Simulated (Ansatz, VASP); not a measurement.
LaYb2Al2 in VASP and in Ansatz

```
CELL_PARAMETERS angstrom
0.00000 4.60002 0.00000
4.60002 0.00000 0.00000
2.30001 2.30001 -6.79602
ATOMIC_POSITIONS crystal
Al 0.75000 0.25000 0.50000
Al 0.25000 0.75000 0.50000
La 0.00000 0.00000 0.00000
Yb 0.38502 0.38502 0.22996
Yb 0.61498 0.61498 0.77004
```

Alike in both runs: functional PBE; k mesh 4 × 4 × 4; occupations gaussian, width 0.0323 eV; no spin polarisation.

Ansatz relaxed the structure, and its values are those at the end. VASP's run is a single point on that final structure, the one shown.

|  | VASP | Ansatz |
| --- | --- | --- |
| version | VASP 6.6.1 | Ansatz 0.2.0 |
| potentials or method | VASP PAW PBE potentials, release 64 (Al, La, Yb), cutoff 520 eV | PAW plane waves |
| valence electrons in the cell | 65 | 65 |

Ansatz gave:

```
gap on the k mesh at the Fermi level (eV) : none
pressure (GPa)                            : 0.0
rms of the force components (eV/Å)        : 0.000
```

**Question.** Estimate VASP's values.

**Answer.** gap on the k mesh at the Fermi level (eV): none; pressure (GPa): 0.4; rms of the force components (eV/Å): 0.004.

A gap of «none» marks a metal or a gap that the smearing closes. The functional is the same, so the differences come from potentials, cutoffs and numerics.

The k mesh is coarse, so the values compare programs but aren't converged. Neither program's run includes spin-orbit coupling.
